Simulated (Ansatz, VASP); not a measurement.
# One calculation of Ti, two programs

```
Ti
1.0
    -1.64100    1.64100    1.64100
     1.64100   -1.64100    1.64100
     1.64100    1.64100   -1.64100
Ti
1
Cartesian
  0.0000 0.0000 0.0000
```

Alike in both runs: task single point; functional PBEsol-based global hybrid with a share of 0.25 of exact exchange; k mesh 6 × 6 × 6; occupations fermi-dirac, width 0.05 eV; no spin polarisation.

|  | VASP | Ansatz |
| --- | --- | --- |
| version | VASP 6.6.1 | Ansatz 0.2.0 |
| potentials or method | VASP PAW PBE potentials, release 64 (Ti_sv) | Ansatz PAW |
| plane-wave cutoff (eV) | 520 | 420 |
| valence electrons in the cell | 12 | 12 |

```tsv
	VASP	Ansatz	Ansatz less VASP
gap on the k mesh at the Fermi level (eV)	none	none	-
pressure (GPa)	-6.2	-5.6	+0.59
```

VASP's potentials were made for PBE, not for PBEsol-based global hybrid. A gap of «none» marks a metal or a gap that the smearing closes. The functional is the same, so the differences come from potentials, cutoffs and numerics.

The k mesh is coarse, so the values compare programs but aren't converged.
